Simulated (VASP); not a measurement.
Here is a VASP 6.6.1 calculation.

File INCAR:

```
SYSTEM = Si5Sn
ALGO = Normal
EDIFF = 1E-7
ENCUT = 520
GGA = PE
ISIF = 2
ISMEAR = 0
LASPH = .True.
LCHARG = .True.
LELF = .True.
LREAL = .False.
LVHAR = .True.
LWAVE = .False.
NBANDS = 26
NELM = 100
PREC = Accurate
SIGMA = 0.1
```

KPOINTS

```
k-points
0
Gamma
  12 12 4
  0 0 0
```

POSCAR

```
Si5Sn
1.0
    3.5652019419      0.0000000000      0.0000000000
   -1.7826009709      3.0875554513      0.0000000000
    0.0000000000      0.0000000000     10.1767960515
Si Sn
5 1
Direct
    0.3333333333      0.6666666667      0.6589750803
    0.3333333333      0.6666666667      0.3410249197
    0.6666666667      0.3333333333      0.7857548527
    0.6666666667      0.3333333333      0.2142451473
    0.6666666667      0.3333333333      0.5000000000
    0.3333333333      0.6666666667      0.0000000000
```

Potentials or basis: VASP PAW PBE potentials, release 64 (Si, Sn_d).

The run is started by

```bash
$ cat potpaw_PBE.64/Si/POTCAR potpaw_PBE.64/Sn_d/POTCAR > POTCAR
$ mpirun -np 1 vasp_std > vasp.out
```

**Question.** Estimate the largest force.

**Answer.** 0.007 eV/Å.

**Question.** Estimate the band gap on the k mesh.

**Answer.** Zero (bands 17 and 18 overlap by 4.52 eV).

**Question.** What does it give for the pressure?

**Answer.** 0.0 GPa.

Forces in eV/Å, atoms in the order of the input:
```
Si   0.000  0.000  0.005
Si   0.000  0.000 -0.005
Si   0.000  0.000 -0.007
Si   0.000  0.000  0.007
Si   0.000  0.000  0.000
Sn   0.000  0.000  0.000
```

Caveat: spin-orbit coupling is left out, which moves the levels of the heavy elements.
